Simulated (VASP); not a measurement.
## Sc: single point with PBE

Sc:

```
CELL_PARAMETERS angstrom
5.10078 0.00000 0.00000
-2.55039 4.41741 0.00000
0.00000 0.00000 4.87862
ATOMIC_POSITIONS crystal
Sc 0.00000 0.00000 0.25000
Sc 0.00000 0.00000 0.75000
Sc 0.33333 0.66667 0.75000
Sc 0.66667 0.33333 0.25000
```

```yaml
Program: VASP 6.6.1
Task: single point
Functional: PBE
Potentials_or_basis: VASP PAW PBE potentials, release 64 (Sc_sv)
Cutoff: 520 eV
k_mesh: 6 × 6 × 4
Occupations: gaussian, width 0.1 eV
Spin: no spin polarisation
```

```yaml
Pressure: 0.0 GPa
Band_gap_on_the_k_mesh: zero (bands 22 and 23 overlap by 0.08 eV)
```

Stress tensor (GPa, compression positive):
```
-0.02  0.00  0.00
 0.00 -0.02  0.00
 0.00  0.00  0.16
```

Levels at points of the mesh, in eV from the Fermi level:
| k point | band 18 | band 19 | band 20 | band 21 | band 22 | band 23 | band 24 | band 25 | band 26 | band 27 |
| --- | --- | --- | --- | --- | --- | --- | --- | --- | --- | --- |
| (0.00, 0.00, 0.00) | -0.65 | -0.65 | -0.54 | -0.48 | 0.09 | 0.09 | 0.24 | 0.24 | 1.02 | 1.02 |
| (0.50, 0.00, 0.00) | -2.36 | -1.13 | -1.11 | -0.98 | -0.23 | 0.23 | 0.44 | 0.77 | 0.79 | 0.87 |
| (0.00, 0.00, 0.50) | -2.88 | -0.31 | -0.31 | -0.31 | -0.31 | 0.92 | 0.92 | 0.92 | 0.92 | 1.56 |
| (0.50, 0.00, 0.50) | -1.68 | -1.06 | -1.06 | -0.19 | -0.19 | 0.01 | 0.01 | 0.53 | 0.53 | 1.54 |

Run time: 52 s on 1 thread of AMD EPYC 9R45 96-Core Processor (Zen 5), on a shared host, peak memory 0.21 GiB.
